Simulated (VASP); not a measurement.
# AgO (F-43m) in VASP: notebook, part 2 of 3

VASP 6.6.1.

### 3 Single point, PBEsol

This run uses another cell than the first one, of 13.61 Å³/atom, 1.026 times its volume.

The input, INCAR:

```
  PREC = Accurate
  ENCUT = 520
  EDIFF = 1E-7
  ISMEAR = 1
  SIGMA = 0.15
  LREAL = F
  LASPH = T
  NELM = 100
  ALGO = Normal
  ISIF = 2
  LWAVE = F
  LCHARG = F
  GGA = PS
  NBANDS = 16
```

The input, KPOINTS:

```
regular mesh
0
Gamma
  8 8 8
```

The input, POSCAR:

```
AgO
1.0
    0.0000000000      2.3877637491      2.3877637491
    2.3877637491      0.0000000000      2.3877637491
    2.3877637491      2.3877637491      0.0000000000
Ag O
1 1
Direct
    0.0000000000      0.0000000000      0.0000000000
    0.2500000000      0.2500000000      0.2500000000
```

Potentials or basis: VASP PAW PBE potentials, release 64 (Ag, O).

Started as:

```bash
> cat potpaw_PBE.64/Ag/POTCAR potpaw_PBE.64/O/POTCAR > POTCAR
> mpirun -np 1 vasp_std > vasp.out
```

OUTCAR:

```text
PREC = Accurate
   ENCUT = 520
   EDIFF = 1E-7
   ISMEAR = 1
   LREAL = F
   LASPH = T
   NELM = 100
   ISIF = 2
   GGA = PS

 ion  position               nearest neighbor table
   1  0.000  0.000  0.000-   2 2.07   2 2.07   2 2.07   2 2.07
   2  0.250  0.250  0.250-   1 2.07   1 2.07   1 2.07   1 2.07

  LATTYP: Found a face centered cubic cell.
 ALAT       =     4.7755274982

  Lattice vectors:

 A1 = (   0.0000000000,   2.3877637491,   2.3877637491)
 A2 = (   2.3877637491,   0.0000000000,   2.3877637491)
 A3 = (   2.3877637491,   2.3877637491,   0.0000000000)

Analysis of symmetry for initial positions (statically):
=====================================================================
 Subroutine PRICEL returns:
 Original cell was already a primitive cell.

 Routine SETGRP: Setting up the symmetry group for a
 face centered cubic supercell.

 Subroutine GETGRP returns: Found 24 space group operations
 (whereof 24 operations were pure point group operations)
 out of a pool of 48 trial point group operations.

The static configuration has the point symmetry T_d .

Analysis of symmetry for dynamics (positions and initial velocities):
=====================================================================
 Subroutine PRICEL returns:
 Original cell was already a primitive cell.

 Routine SETGRP: Setting up the symmetry group for a
 face centered cubic supercell.

 Subroutine GETGRP returns: Found 24 space group operations
 (whereof 24 operations were pure point group operations)
 out of a pool of 48 trial point group operations.

The dynamic configuration has the point symmetry T_d .

 Subroutine INISYM returns: Found 24 space group operations
 (whereof 24 operations are pure point group operations),
 and found     1 'primitive' translations

----------------------------------------------------------------------------------------

                                     Primitive cell

  volume of cell :      27.2273

  direct lattice vectors                    reciprocal lattice vectors
     0.000000000  2.387763749  2.387763749    -0.209400951  0.209400951  0.209400951
     2.387763749  0.000000000  2.387763749     0.209400951 -0.209400951  0.209400951
     2.387763749  2.387763749  0.000000000     0.209400951  0.209400951 -0.209400951

  length of vectors
     3.376807878  3.376807878  3.376807878     0.362693086  0.362693086  0.362693086

  position of ions in fractional coordinates (direct lattice)
     0.000000000  0.000000000  0.000000000
     0.250000000  0.250000000  0.250000000

  ion indices of the primitive-cell ions
   primitive index   ion index
                 1           1
                 2           2

----------------------------------------------------------------------------------------

 KPOINTS: regular mesh

Automatic generation of k-mesh.
 Grid dimensions read from file:
 generate k-points for:    8    8    8

 Generating k-lattice:

  Cartesian coordinates                     Fractional coordinates (reciprocal lattice)
    -0.026175119  0.026175119  0.026175119     0.125000000  0.000000000  0.000000000
     0.026175119 -0.026175119  0.026175119     0.000000000  0.125000000  0.000000000
     0.026175119  0.026175119 -0.026175119     0.000000000  0.000000000  0.125000000

  Length of vectors
     0.045336636  0.045336636  0.045336636

  Shift w.r.t. Gamma in fractional coordinates (k-lattice)
     0.000000000  0.000000000  0.000000000

 Subroutine IBZKPT returns following result:
 ===========================================

 Found     29 irreducible k-points:

 Following reciprocal coordinates:
            Coordinates               Weight
  0.000000  0.000000  0.000000      1.000000
  0.125000  0.000000  0.000000      8.000000
  0.250000  0.000000  0.000000      8.000000
  0.375000  0.000000  0.000000      8.000000
  0.500000  0.000000  0.000000      4.000000
  0.125000  0.125000  0.000000      6.000000
[... 16 lines left out ...]
  0.500000  0.250000  0.125000     48.000000
 -0.375000  0.250000  0.125000     24.000000
 [... further k-points ...]
   k-points           NKPTS =     29   k-points in BZ     NKDIM =     29   number of bands    NBANDS=     16
   number of dos      NEDOS =    301   number of ions     NIONS =      2
   total plane-waves  NPLWV =  21952
   dimension x,y,z NGX =    28 NGY =   28 NGZ =   28
   dimension x,y,z NGXF=    56 NGYF=   56 NGZF=   56
   ions per type =               1   1
   NGX,Y,Z   is equivalent  to a cutoff of  13.78, 13.78, 13.78 a.u.
   NGXF,Y,Z  is equivalent  to a cutoff of  27.57, 27.57, 27.57 a.u.
 SYSTEM =  unknown system
   PREC   = accura    normal or accurate (medium, high low for compatibility)
   ISTART =      0    job   : 0-new  1-cont  2-samecut
   ICHARG =      2    charge: 1-file 2-atom 10-const
   ISPIN  =      1    spin polarized calculation?
   LNONCOLLINEAR =      F non collinear calculations
   LSORBIT =      F    spin-orbit coupling
   LASPH  =      T    aspherical Exc in radial PAW
   ENCUT  =  520.0 eV  38.22 Ry    6.18 a.u.   6.28  6.28  6.28*2*pi/ulx,y,z
   NELM   =    100;   NELMIN=  2; NELMDL= -5     # of ELM steps
   EDIFF  = 0.1E-06   stopping-criterion for ELM
   LREAL  =      F    real-space projection
   EDIFFG = 0.1E-05   stopping-criterion for IOM
   NSW    =      0    number of steps for IOM
   IBRION =     -1    ionic relax: 0-MD 1-quasi-New 2-CG
   NFREE  =      0    steps in history (QN), initial steepest desc. (CG)
   ISIF   =      2    stress and relaxation
   ISYM   =      2    0-nonsym 1-usesym 2-fastsym
   POTIM  = 0.5000    time-step for ionic-motion
   TEBEG  =    0.0;   TEEND  =   0.0 temperature during run
   PSTRESS=    0.0 pullay stress
   NELECT =      17.0000    total number of electrons
   NUPDOWN=      -1.0000    fix difference up-down
   EMIN   =  10.00;   EMAX   =-10.00  energy-range for DOS
   EFERMI =   0.00;   METHOD = LEGACY
   ISMEAR =     1;   SIGMA  =   0.15  broadening in eV -4-tet -1-fermi 0-gaus
   EFERMI_NEDOS =   21; number of points for ismear=-14 and -15
   IALGO  =     38    algorithm
   IMIX   =      4    mixing-type and parameters
     AMIX     =   0.40;   BMIX     =  1.00
     AMIX_MAG =   1.60;   BMIX_MAG =  1.00
  volume/ion in A,a.u.               =      13.61        91.87
  Fermi-wavevector in a.u.,A,eV,Ry     =   1.399232  2.644165 26.638176  1.957851
  Thomas-Fermi vector in A             =   2.522312
   LORBIT       =      0    0 simple, 1 ext, 2 COOP (PROOUT), +10 PAW based schemes
   GGA     = PS    functional components
   LHFCALC =     F    Hartree Fock is set to
   AEXX    =    0.0000 exact exchange contribution
   IVDW    =     0    specifies the selected vdW correction
   LEPSILON=     F    determine dielectric tensor
   LRPA    =     F    only Hartree local field effects (RPA)
 non-spin polarized calculation
 Methfessel and Paxton  Order N= 1 SIGMA  =   0.15
  energy-cutoff  :      520.00
  volume of cell :       27.23
 maximum number of plane-waves:       754
 NGX is ok and might be reduce to    28
   NGX = 13   NGY = 13   NGZ = 13

 number of electron      16.9999996 magnetization

 Free energy of the ion-electron system (eV)
  ---------------------------------------------------
  ext. energy  EPLUGINS =         0.00000000
  ---------------------------------------------------
  free energy    TOTEN  =        -7.94986991 eV

  energy without entropy =       -7.94812353  energy(sigma->0) =       -7.94928778

 E-fermi :   5.1673     XC(G=0): -11.4346

 val. band max:        5.1607415769   @ k =   0.1250   0.0000   0.0000
 cond. band min:       5.2151934665   @ k =  -0.3750   0.1250   0.0000
 fundamental gap:      0.0544518896
 Fermi energy:         5.1672860056

 k-point     1 :       0.0000    0.0000    0.0000
  band No.  band energies     occupation
      1     -13.4231      2.00000
      2      -1.1236      2.00000
      3      -1.1236      2.00000
      4      -1.1236      2.00000
      5       1.8002      2.00000
      6       1.8002      2.00000
[... 8 lines left out ...]
     15      24.9761      0.00000
     16      24.9761      0.00000

 k-point     2 :       0.1250    0.0000    0.0000
  band No.  band energies     occupation
      1     -13.3640      2.00000
      2      -1.1665      2.00000
      3      -1.0470      2.00000
      4      -1.0470      2.00000
      5       1.7786      2.00000
      6       1.7786      2.00000
[... 8 lines left out ...]
     15      24.4819      0.00000
     16      24.4819      0.00000
[... 387 lines left out ...]
      5       1.7129      2.00000
      6       2.0254      2.00000
[... 8 lines left out ...]
     15      25.3797      0.00000
     16      27.5510      0.00000

 k-point    24 :      -0.3750    0.2500    0.1250
  band No.  band energies     occupation
      1     -12.9719      2.00000
      2      -0.7945      2.00000
      3      -0.4736      2.00000
      4       0.0558      2.00000
      5       1.6917      2.00000
      6       2.0316      2.00000
[... 8 lines left out ...]
     15      25.3034      0.00000
     16      28.0611      0.00000

 [... further k-points ...]
[... 5 lines left out ...]
  --------------------------------------------------------------------------------------
  -------------------------------------------------------------------------------------
  Total        2.5416830      2.5416830      2.5416830      0.0000000     -0.0000000     -0.0000000
  in kB      149.5642855    149.5642855    149.5642855      0.0000000     -0.0000000     -0.0000000
  external PRESSURE =     149.5642855 kB  Pullay stress =       0.0000000 kB

 VOLUME and BASIS-vectors are now :
 -----------------------------------------------------------------------------
  energy-cutoff  :      520.00
  volume of cell :       27.23
      direct lattice vectors                 reciprocal lattice vectors
     0.000000000  2.387763749  2.387763749    -0.209400951  0.209400951  0.209400951
     2.387763749  0.000000000  2.387763749     0.209400951 -0.209400951  0.209400951
     2.387763749  2.387763749  0.000000000     0.209400951  0.209400951 -0.209400951

 POSITION                                       TOTAL-FORCE (eV/Angst)
 -----------------------------------------------------------------------------------
      0.00000      0.00000      0.00000        -0.000000     -0.000000      0.000000
      1.19388      1.19388      1.19388         0.000000      0.000000      0.000000
 -----------------------------------------------------------------------------------
    total drift:                                0.000000      0.000000      0.000000

  FREE ENERGIE OF THE ION-ELECTRON SYSTEM (eV)
  ---------------------------------------------------
  free  energy   TOTEN  =        -7.9498699093 eV

  energy  without entropy=       -7.9481235285  energy(sigma->0) =       -7.94928778
```

stdout:

```text
POSCAR found type information on POSCAR AgO
 POSCAR found :  2 types and       2 ions
 scaLAPACK will be used
 -----------------------------------------------------------------------------
|                                                                             |
|                                                                             |
|     You enforced a specific xc type in the INCAR file but a different       |
|     I HOPE YOU KNOW WHAT YOU ARE DOING!                                     |
|                                                                             |
 -----------------------------------------------------------------------------

 LDA part: xc-table for (Slater+PW92), standard interpolation
 POSCAR, INCAR and KPOINTS ok, starting setup
 FFT: planning ... GRIDC
 FFT: planning ... GRID_SOFT
 FFT: planning ... GRID
 WAVECAR not read
 entering main loop
```

Wall time 27 s (1 thread of Intel Xeon 8259CL, shared host); peak memory 0.16 GiB.

What came out:

| Property | Result |
| --- | --- |
| Free energy | -7.9499 eV |
| Pressure | 15.0 GPa |

Caveat: the PAW data sets were made with another functional, which shifts forces and pressure a little; an odd number of electrons without spin polarisation forces a metal; a magnetic or distorted state may lie lower.

### 4 Single point, PBEsol

This run uses another cell than the first one, of 13.96 Å³/atom, 1.053 times its volume.

The input, INCAR:

```
SYSTEM = AgO
PREC     = Accurate       ! precision mode
ENCUT    = 520            ! plane-wave cutoff, eV
EDIFF    = 1E-6           ! SCF threshold, eV
ISMEAR   = 1              ! smearing method
SIGMA    = 0.15           ! smearing width, eV
LREAL    = .FALSE.        ! projectors in reciprocal space
LASPH    = .TRUE.         ! aspherical terms in the spheres
NELM     = 60             ! most SCF steps
ALGO     = Normal         ! electronic algorithm
ISIF     = 2              ! what is computed and relaxed
LWAVE    = .FALSE.        ! write WAVECAR
LCHARG   = .FALSE.        ! write CHGCAR
GGA      = PS             ! functional
NBANDS   = 16             ! bands
```

The input, KPOINTS:

```
Automatic mesh
0
G
  8 8 8
  0 0 0
```

The input, POSCAR:

```
AgO
1.0
    0.0000000000      2.4080000000      2.4080000000
    2.4080000000      0.0000000000      2.4080000000
    2.4080000000      2.4080000000      0.0000000000
Ag O
1 1
Direct
    0.0000000000      0.0000000000      0.0000000000
    0.2500000000      0.2500000000      0.2500000000
```

Potentials or basis: VASP PAW PBE potentials, release 64 (Ag, O).

Started as:

```bash
> cat potpaw_PBE.64/Ag/POTCAR potpaw_PBE.64/O/POTCAR > POTCAR
> mpirun -np 1 vasp_std > vasp.out
```

OUTCAR:

```text
SYSTEM = AgO
   PREC = Accurate
   ENCUT = 520
   EDIFF = 1E-6
   ISMEAR = 1
   LREAL = .FALSE.
   LASPH = .TRUE.
   NELM = 60
   ISIF = 2
   GGA = PS

 ion  position               nearest neighbor table
   1  0.000  0.000  0.000-   2 2.09   2 2.09   2 2.09   2 2.09
   2  0.250  0.250  0.250-   1 2.09   1 2.09   1 2.09   1 2.09

  LATTYP: Found a face centered cubic cell.
 ALAT       =     4.8160000000

  Lattice vectors:

 A1 = (   0.0000000000,   2.4080000000,   2.4080000000)
 A2 = (   2.4080000000,   0.0000000000,   2.4080000000)
 A3 = (   2.4080000000,   2.4080000000,   0.0000000000)
[... 625 lines left out ...]
      4      -0.1084      2.00000
      5       1.4472      2.00000
      6       1.7707      2.00000
[... 8 lines left out ...]
     15      24.7341      0.00000
     16      27.4582      0.00000

 [... further k-points ...]
[... 5 lines left out ...]
  --------------------------------------------------------------------------------------
  -------------------------------------------------------------------------------------
  Total        1.8549070      1.8549070      1.8549070      0.0000000     -0.0000000      0.0000000
  in kB      106.4224543    106.4224543    106.4224543      0.0000000     -0.0000000      0.0000000
  external PRESSURE =     106.4224543 kB  Pullay stress =       0.0000000 kB

 VOLUME and BASIS-vectors are now :
 -----------------------------------------------------------------------------
  energy-cutoff  :      520.00
  volume of cell :       27.93
      direct lattice vectors                 reciprocal lattice vectors
     0.000000000  2.408000000  2.408000000    -0.207641196  0.207641196  0.207641196
     2.408000000  0.000000000  2.408000000     0.207641196 -0.207641196  0.207641196
     2.408000000  2.408000000  0.000000000     0.207641196  0.207641196 -0.207641196

 POSITION                                       TOTAL-FORCE (eV/Angst)
 -----------------------------------------------------------------------------------
      0.00000      0.00000      0.00000        -0.000000      0.000000     -0.000000
      1.20400      1.20400      1.20400         0.000000      0.000000      0.000000
 -----------------------------------------------------------------------------------
    total drift:                                0.000000      0.000000      0.000000

  FREE ENERGIE OF THE ION-ELECTRON SYSTEM (eV)
  ---------------------------------------------------
  free  energy   TOTEN  =        -8.0062925436 eV

  energy  without entropy=       -8.0044578065  energy(sigma->0) =       -8.00568096
```

stdout:

```text
POSCAR found type information on POSCAR AgO
 POSCAR found :  2 types and       2 ions
 scaLAPACK will be used
 -----------------------------------------------------------------------------
|                                                                             |
|                                                                             |
|     You enforced a specific xc type in the INCAR file but a different       |
|     I HOPE YOU KNOW WHAT YOU ARE DOING!                                     |
|                                                                             |
 -----------------------------------------------------------------------------

 LDA part: xc-table for (Slater+PW92), standard interpolation
 POSCAR, INCAR and KPOINTS ok, starting setup
 FFT: planning ... GRIDC
 FFT: planning ... GRID_SOFT
 FFT: planning ... GRID
 WAVECAR not read
 entering main loop
```

Wall time 26 s (1 thread of Intel Xeon 8259CL, shared host); peak memory 0.16 GiB.

Results:

- Free energy: -8.0063 eV
- Pressure: 10.6 GPa

Caveat: the PAW data sets were made with another functional, which shifts forces and pressure a little; an odd number of electrons without spin polarisation forces a metal; a magnetic or distorted state may lie lower.

### 5 Single point, PBEsol

This run uses another cell than the first one, of 14.31 Å³/atom, 1.079 times its volume.

Edit INCAR of step 4 so:

```diff
@@ -8,3 +8,3 @@
 LASPH    = .TRUE.         ! aspherical terms in the spheres
-NELM     = 60             ! most SCF steps
+NELM     = 80             ! most SCF steps
 ALGO     = Normal         ! electronic algorithm
```

The input, KPOINTS:

```
regular mesh
0
G
  8 8 8
  0 0 0
```

The input, POSCAR:

```
AgO
1.0
    0.0000000000      2.4279017290      2.4279017290
    2.4279017290      0.0000000000      2.4279017290
    2.4279017290      2.4279017290      0.0000000000
Ag O
1 1
Direct
    0.0000000000      0.0000000000      0.0000000000
    0.2500000000      0.2500000000      0.2500000000
```

Started as:

```bash
> cat potpaw_PBE.64/Ag/POTCAR potpaw_PBE.64/O/POTCAR > POTCAR
> mpirun -np 1 vasp_std > vasp.out
```

It took 27 s on 1 thread of Intel Xeon 8259CL, shared host; peak memory 0.16 GiB.

Results (log left out):

```yaml
Free_energy: -8.0452 eV
Pressure: 6.9 GPa
```

Levels at points of the mesh, in eV from the Fermi level:
```
           k point  band 6  band 7  band 8  band 9  band 10  band 11  band 12  band 13
(0.00, 0.00, 0.00)   -3.19    0.21    0.89    0.89     0.89    13.93    13.93    13.93
(0.50, 0.00, 0.00)   -3.00   -2.79   -0.04   -0.04     5.39     6.87    13.82    13.82
(0.50, 0.50, 0.00)   -2.83   -1.84   -1.40   -1.40     5.96     8.96    11.41    13.42
```

Caveat: the PAW data sets were made with another functional, which shifts forces and pressure a little; an odd number of electrons without spin polarisation forces a metal; a magnetic or distorted state may lie lower.

[end of part 2 of 3]
